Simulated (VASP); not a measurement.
Set up this calculation in VASP 6.6.1, as the native input.

* Task: single point
* Functional: PBE
* Potentials or basis: VASP PAW PBE potentials, release 64 (Co, O)
* Cutoff: 520 eV
* k mesh: 24 × 24 × 24
* Occupations: gaussian, width 0.15 eV
* Spin: collinear spin, ferromagnetic start
* Starting moments: [2.7, 0.34] μB
* Dipole correction: no
* Further INCAR settings: ALGO = Normal; EDIFF = 1e-06; NBANDS = 18

The structure of CoO lies in POSCAR:

```
CoO
1.0
    1.5917036659      0.9189705399      2.2984937063
   -1.5917036659      0.9189705399      2.2984937063
    0.0000000000     -1.8379410799      2.2984937063
Co O
1 1
Direct
    0.0000000000      0.0000000000      0.0000000000
    0.5000000000      0.5000000000      0.5000000000
```

This cell differs from its parent crystal: strain +0.030 along x and y, +0.000 along z.

One way to write it, as run:

INCAR

```
SYSTEM = CoO
PREC = Accurate ; ENCUT = 520
EDIFF = 1E-6 ; ISMEAR = 0
SIGMA = 0.15 ; LREAL = .FALSE.
LASPH = .TRUE. ; NELM = 150
ALGO = Normal ; ISIF = 2
LWAVE = .FALSE. ; LCHARG = .FALSE.
ISPIN = 2 ; MAGMOM = 2.7 0.34
LORBIT = 11 ; LMAXMIX = 4
GGA = PE ; NBANDS = 18
```

KPOINTS

```
regular mesh
0
G
  24 24 24
  0 0 0
```

Potentials or basis: VASP PAW PBE potentials, release 64 (Co, O).

Run with:

```console
$ cat potpaw_PBE.64/Co/POTCAR potpaw_PBE.64/O/POTCAR > POTCAR
$ mpirun -np 1 vasp_std > vasp.out
```

Results of the run:

- Pressure: -10.3 GPa
- Net moment: 2.94 μB per cell
- Site moments: Co +2.58; O +0.31 μB
- Valence electrons inside the program's atomic spheres: Co 7.72; O 4.95

Caveat: the cell differs from its parent crystal (strain +0.030 along x and y, +0.000 along z); the cell stands under tension; a cell with one magnetic atom can't hold antiferromagnetic order, which such compounds often take.

Wall time 24 min on 1 thread of Oxide Virtual Turin-like Processor (shared host), peak memory 0.72 GiB.
